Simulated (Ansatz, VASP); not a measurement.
Two plane-wave programs on V

```
CELL_PARAMETERS angstrom
2.46068 0.00000 0.00000
0.00000 2.46068 0.00000
0.00000 0.00000 2.46068
ATOMIC_POSITIONS crystal
V 0.00000 0.00000 0.00000
```

Alike in both runs: task single point; functional r2SCAN; k mesh 14 × 14 × 14; occupations fermi-dirac, width 0.1 eV; no spin polarisation.

|  | VASP | Ansatz |
| --- | --- | --- |
| version | VASP 6.6.1 | Ansatz 0.2.0 |
| potentials or method | VASP PAW PBE potentials, release 64 (V_sv), cutoff 520 eV | plane waves (500 eV) with PAW, scalar-relativistic |
| valence electrons in the cell | 13 | 13 |

|  | VASP | Ansatz | Ansatz less VASP |
| --- | --- | --- | --- |
| pressure (GPa) | -3.6 | -4.2 | -0.61 |

VASP's potentials were made for PBE, not for r2SCAN.
